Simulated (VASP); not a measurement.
Input of a VASP 6.6.1 run:

INCAR

```
PREC     = Accurate       # precision mode
ENCUT    = 520            # plane-wave cutoff, eV
EDIFF    = 1E-6           # SCF threshold, eV
ISMEAR   = -1             # smearing method
SIGMA    = 0.02           # smearing width, eV
LREAL    = False          # projectors in reciprocal space
LASPH    = True           # aspherical terms in the spheres
NELM     = 80             # most SCF steps
ALGO     = Normal         # electronic algorithm
ISIF     = 2              # what is computed and relaxed
LWAVE    = False          # write WAVECAR
LCHARG   = False          # write CHGCAR
GGA      = PE             # functional
NBANDS   = 61             # bands
```

The input KPOINTS:

```
regular mesh
0
Gamma
  6 6 4
```

File POSCAR:

```
Zr3SnO8
1.0
    3.4156116081     -3.4359306695      0.0000000000
    3.4156116081      3.4359306695      0.0000000000
    0.0000000000      0.0000000000      6.4894971586
Zr O Sn
3 8 1
Direct
    0.5000000000      0.5000000000      0.0000000000
    0.0000000000      0.0000000000      0.7487261535
    0.0000000000      0.0000000000      0.2512738465
    0.1937581539      0.1937581539      0.0000000000
    0.8062418461      0.8062418461      0.0000000000
    0.6937218241      0.3062781759      0.7463627032
    0.3062781759      0.6937218241      0.7463627032
    0.1973704823      0.1973704823      0.5000000000
    0.8026295177      0.8026295177      0.5000000000
    0.6937218241      0.3062781759      0.2536372968
    0.3062781759      0.6937218241      0.2536372968
    0.5000000000      0.5000000000      0.5000000000
```

Potentials or basis: VASP PAW PBE potentials, release 64 (Zr_sv, O, Sn_d).

Launch:

```bash
$ cat potpaw_PBE.64/Zr_sv/POTCAR potpaw_PBE.64/O/POTCAR potpaw_PBE.64/Sn_d/POTCAR > POTCAR
$ mpirun -np 1 vasp_std > vasp.out
```

Question: Estimate the largest force.

Answer: 0.247 eV/Å.

Question: What does it give for the band gap on the k mesh?

Answer: 2.75 eV, direct.

Stress tensor (GPa, compression positive):
```
4.65 0.00 0.00
0.00 4.37 0.00
0.00 0.00 4.89
```

Caveat: spin-orbit coupling is left out, which moves the levels of the heavy elements. A k mesh can miss the band edges.
